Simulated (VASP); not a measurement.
# As (P6/mmm) in VASP: a series of runs, part 2 of 2

VASP 6.6.1. Earlier steps stand in the parts before.

## Step 5: Relaxation of shape and atoms at fixed volume, PBE

This run uses another cell than the first one, of 16.97 Å³/atom, 0.880 times its volume.

Contents of INCAR:

```
SYSTEM = As
ALGO = Normal
EDIFF = 1E-7
EDIFFG = -0.005
ENCUT = 600
GGA = PE
IBRION = 2
ISIF = 4
ISMEAR = -1
LASPH = .TRUE.
LCHARG = .FALSE.
LREAL = .FALSE.
LWAVE = .FALSE.
NELM = 80
NSW = 50
PREC = Accurate
SIGMA = 0.1
```

Contents of KPOINTS:

```
k-points
0
G
  8 8 10
  0 0 0
```

Contents of POSCAR:

```
As
1.0
    4.6588354516      0.0000000000      0.0000000000
   -2.3294177258      4.0346698531      0.0000000000
    0.0000000000      0.0000000000      2.7085537736
As
3
Direct
    0.0000000000      0.0000000000      0.0000000000
    0.3333333333      0.6666666667      0.5000000000
    0.6666666667      0.3333333333      0.5000000000
```

Potentials or basis: VASP PAW PBE potentials, release 64 (As).

The run is started by

```
cat potpaw_PBE.64/As/POTCAR > POTCAR
mpirun -np 1 vasp_std > vasp.out
```

OUTCAR:

```text
SYSTEM = As
   EDIFF = 1E-7
   EDIFFG = -0.005
   ENCUT = 600
   GGA = PE
   IBRION = 2
   ISIF = 4
   ISMEAR = -1
   LASPH = .TRUE.
   LREAL = .FALSE.
   NELM = 80
   NSW = 50
   PREC = Accurate

 ion  position               nearest neighbor table
   1  0.000  0.000  0.000-
   2  0.333  0.667  0.500-   3 2.69   3 2.69   3 2.69
   3  0.667  0.333  0.500-   2 2.69   2 2.69   2 2.69

  LATTYP: Found a hexagonal cell.
 ALAT       =     4.6588354516
 C/A-ratio  =     0.5813800040

  Lattice vectors:

 A1 = (   4.6588354516,   0.0000000000,   0.0000000000)
 A2 = (  -2.3294177258,   4.0346698531,   0.0000000000)
 A3 = (   0.0000000000,   0.0000000000,   2.7085537736)

Analysis of symmetry for initial positions (statically):
=====================================================================
 Subroutine PRICEL returns:
 Original cell was already a primitive cell.

 Routine SETGRP: Setting up the symmetry group for a
 hexagonal supercell.

 Subroutine GETGRP returns: Found 24 space group operations
 (whereof 24 operations were pure point group operations)
 out of a pool of 24 trial point group operations.

The static configuration has the point symmetry D_6h.

Analysis of symmetry for dynamics (positions and initial velocities):
=====================================================================
 Subroutine PRICEL returns:
 Original cell was already a primitive cell.

 Routine SETGRP: Setting up the symmetry group for a
 hexagonal supercell.

 Subroutine GETGRP returns: Found 24 space group operations
 (whereof 24 operations were pure point group operations)
 out of a pool of 24 trial point group operations.

The dynamic configuration has the point symmetry D_6h.

 Subroutine INISYM returns: Found 24 space group operations
 (whereof 24 operations are pure point group operations),
 and found     1 'primitive' translations

----------------------------------------------------------------------------------------

                                     Primitive cell

  volume of cell :      50.9123

  direct lattice vectors                    reciprocal lattice vectors
     4.658835452  0.000000000  0.000000000     0.214645915  0.123925877  0.000000000
    -2.329417726  4.034669853  0.000000000     0.000000000  0.247851754  0.000000000
     0.000000000  0.000000000  2.708553774     0.000000000  0.000000000  0.369200719

  length of vectors
     4.658835452  4.658835452  2.708553774     0.247851754  0.247851754  0.369200719

  position of ions in fractional coordinates (direct lattice)
     0.000000000  0.000000000  0.000000000
     0.333333333  0.666666667  0.500000000
     0.666666667  0.333333333  0.500000000

  ion indices of the primitive-cell ions
   primitive index   ion index
                 1           1
                 2           2
[... 106 lines left out ...]
  energy-cutoff  :      600.00
  volume of cell :       50.91
 maximum number of plane-waves:      1718
 NGX is ok and might be reduce to    40
   NGX = 19   NGY = 19   NGZ = 11

--------------------------------------- Ionic step        1  -------------------------------------------

 number of electron      15.0000001 magnetization

 Free energy of the ion-electron system (eV)
  ---------------------------------------------------
  ext. energy  EPLUGINS =         0.00000000
  ---------------------------------------------------
  free energy    TOTEN  =       -12.45529557 eV

  energy without entropy =      -12.40975216  energy(sigma->0) =      -12.43252387

------------------------ aborting loop because EDIFF is reached ----------------------------------------

  FORCE on cell =-STRESS in cart. coord.  units (eV):
  Direction    XX          YY          ZZ          XY          YZ          ZX
  --------------------------------------------------------------------------------------
  -------------------------------------------------------------------------------------
  Total        4.3265855      4.3265855      4.3744733      0.0000000      0.0000000      0.0000000
  in kB      136.1548247    136.1548247    137.6618223      0.0000000      0.0000000      0.0000000
  external PRESSURE =     136.6571572 kB  Pullay stress =       0.0000000 kB

 VOLUME and BASIS-vectors are now :
 -----------------------------------------------------------------------------
  energy-cutoff  :      600.00
  volume of cell :       50.91
      direct lattice vectors                 reciprocal lattice vectors
     4.658835452  0.000000000  0.000000000     0.214645915  0.123925877  0.000000000
    -2.329417726  4.034669853  0.000000000     0.000000000  0.247851754  0.000000000
     0.000000000  0.000000000  2.708553774     0.000000000  0.000000000  0.369200719

 POSITION                                       TOTAL-FORCE (eV/Angst)
 -----------------------------------------------------------------------------------
      0.00000      0.00000      0.00000         0.000000      0.000000      0.000000
     -0.00000      2.68978      1.35428        -0.000000      0.000000      0.000000
      2.32942      1.34489      1.35428         0.000000     -0.000000      0.000000
 -----------------------------------------------------------------------------------
    total drift:                                0.000000     -0.000000      0.000000

  FREE ENERGIE OF THE ION-ELECTRON SYSTEM (eV)
  ---------------------------------------------------
  free  energy   TOTEN  =       -12.4552955678 eV

  energy  without entropy=      -12.4097521640  energy(sigma->0) =      -12.43252387

--------------------------------------- Ionic step        2  -------------------------------------------

 number of electron      15.0000001 magnetization

 Free energy of the ion-electron system (eV)
  ---------------------------------------------------
  ext. energy  EPLUGINS =         0.00000000
  ---------------------------------------------------
  free energy    TOTEN  =       -12.45530612 eV

  energy without entropy =      -12.40978935  energy(sigma->0) =      -12.43254774

 E-fermi :   7.7975     XC(G=0): -11.2770

 val. band max:        7.7816648082   @ k =   0.3750  -0.0000   0.4000
 cond. band min:       7.8052798287   @ k =   0.2500   0.1250   0.2000
 fundamental gap:      0.0236150206
 Fermi energy:         7.7975136606

 k-point     1 :       0.0000    0.0000    0.0000
  band No.  band energies     occupation
      1      -8.3589      2.00000
      2      -2.0170      2.00000
      3      -1.8486      2.00000
      4       2.5066      2.00000
      5       2.5066      2.00000
      6       2.7967      2.00000
      7       2.7967      2.00000
      8      10.6803      0.00000
      9      14.4000      0.00000
     10      14.4000      0.00000
     11      15.2268      0.00000
[... 309 lines left out ...]
 k-point    24 :       0.3750   -0.0000    0.2000
  band No.  band energies     occupation
      1      -6.3455      2.00000
      2      -4.2372      2.00000
      3      -2.2724      2.00000
      4       1.2811      2.00000
      5       5.0972      2.00000
      6       6.9018      1.99974
      7       7.7222      1.35952
      8       7.9878      0.25958
      9       9.8387      0.00000
     10      10.2382      0.00000
     11      10.3552      0.00000

 [... further k-points ...]
[... 5 lines left out ...]
  --------------------------------------------------------------------------------------
  -------------------------------------------------------------------------------------
  Total        4.3449111      4.3449111      4.3382965      0.0000000     -0.0000000      0.0000000
  in kB      136.7315209    136.7315209    136.5233638      0.0000000     -0.0000000      0.0000000
  external PRESSURE =     136.6621352 kB  Pullay stress =       0.0000000 kB

 VOLUME and BASIS-vectors are now :
 -----------------------------------------------------------------------------
  energy-cutoff  :      600.00
  volume of cell :       50.91
      direct lattice vectors                 reciprocal lattice vectors
     4.657639869 -0.000000000  0.000000000     0.214701013  0.123957688 -0.000000000
    -2.328819935  4.033634449  0.000000000     0.000000000  0.247915376 -0.000000000
     0.000000000  0.000000000  2.709944484    -0.000000000 -0.000000000  0.369011249

 POSITION                                       TOTAL-FORCE (eV/Angst)
 -----------------------------------------------------------------------------------
      0.00000     -0.00000      0.00000         0.000000     -0.000000      0.000000
     -0.00000      2.68909      1.35497        -0.000000      0.000000      0.000000
      2.32882      1.34454      1.35497         0.000000     -0.000000     -0.000000
 -----------------------------------------------------------------------------------
    total drift:                                0.000000     -0.000000      0.000000

  FREE ENERGIE OF THE ION-ELECTRON SYSTEM (eV)
  ---------------------------------------------------
  free  energy   TOTEN  =       -12.4553061195 eV

  energy  without entropy=      -12.4097893520  energy(sigma->0) =      -12.43254774

 reached required accuracy - stopping structural energy minimisation
```

It took 27 s on 1 thread of AMD EPYC 9R45 (Zen 5), shared host; peak memory 0.17 GiB.

What came out:

```yaml
Free_energy: -12.4553 eV
Energy_gained_by_relaxing: 0.0 meV/atom
Ionic_steps: 2
Pressure_after_relaxing: 13.7 GPa
```

Final structure:
```
As
1.0
     4.65764    0.00000    0.00000
    -2.32882    4.03363    0.00000
     0.00000    0.00000    2.70994
As
3
Direct
  0.00000 0.00000 0.00000
  0.33333 0.66667 0.50000
  0.66667 0.33333 0.50000
```

## Step 6: The runs side by side

| task | cell | cutoff (eV) | gap on the mesh (eV) | pressure (GPa) |
| --- | --- | --- | --- | --- |
| single point | a = 4.862, b = 4.862, c = 2.826 Å, angles 90.0, 90.0, 120.0°, 3 atoms | 520 | none | 0.1 |
| relaxation of shape and atoms at fixed volume | relaxed from a = 3.859, b = 3.859, c = 2.243 Å, angles 90.0, 90.0, 120.0°, 3 atoms | 600 | - | 255.1 |
| relaxation of shape and atoms at fixed volume | relaxed from a = 4.659, b = 4.659, c = 2.709 Å, angles 90.0, 90.0, 120.0°, 3 atoms | 600 | none | 13.7 |

Alike in all rows: level PBE; potentials or basis VASP PAW PBE potentials, release 64 (As); no spin polarisation; k mesh 8 × 8 × 10; smearing fermi-dirac 0.1 eV.

Caveats: the bands computed are all filled at some k points, so no gap is given (some runs).

Total energies depend on the potentials used, so only differences within one code and one set of settings carry meaning.
